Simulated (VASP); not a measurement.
A run of VASP 6.6.1 is set up as follows.

The input INCAR:

```
ALGO = Normal
EDIFF = 1E-6
ENCUT = 520
GGA = PE
ISIF = 2
ISMEAR = 0
LASPH = T
LCHARG = T
LELF = T
LREAL = F
LVHAR = T
LWAVE = F
NBANDS = 36
NELM = 100
PREC = Accurate
SIGMA = 0.1
```

The input KPOINTS:

```
k-points
0
Gamma
  4 4 4
```

POSCAR

```
C
1.0
    4.4528494528      0.0000000000      0.0000000000
    0.0000000000      4.4528494528      0.0000000000
    0.0000000000      0.0000000000      4.4528494528
C
12
Direct
    0.8828301062      0.3829276810      0.7499689958
    0.6170723190      0.2500310042      0.8828301062
    0.7499689958      0.1171698938      0.6170723190
    0.3829276810      0.7499689958      0.8828301062
    0.3829276810      0.2500310042      0.1171698938
    0.1171698938      0.6170723190      0.7499689958
    0.7499689958      0.8828301062      0.3829276810
    0.1171698938      0.3829276810      0.2500310042
    0.2500310042      0.8828301062      0.6170723190
    0.6170723190      0.7499689958      0.1171698938
    0.2500310042      0.1171698938      0.3829276810
    0.8828301062      0.6170723190      0.2500310042
```

Potentials or basis: VASP PAW PBE potentials, release 64 (C).

Run with:

```console
$ cat potpaw_PBE.64/C/POTCAR > POTCAR
$ mpirun -np 1 vasp_std > vasp.out
```

Q: Predict the largest force.

A: 0.080 eV/Å.

Q: Predict the band gap on the k mesh.

A: Zero (band 24 reaches 7.33 eV, above the bottom of band 25 at 6.95 eV).

Q: Predict the pressure.

A: 0.1 GPa.

Forces on the atoms (eV/Å):
```
C    0.059  0.054  0.000
C   -0.054  0.000  0.059
C    0.000 -0.059 -0.054
C    0.054  0.000  0.059
C    0.054  0.000 -0.059
C   -0.059 -0.054  0.000
C    0.000  0.059  0.054
C   -0.059  0.054  0.000
C    0.000  0.059 -0.054
C   -0.054  0.000 -0.059
C    0.000 -0.059  0.054
C    0.059 -0.054  0.000
```
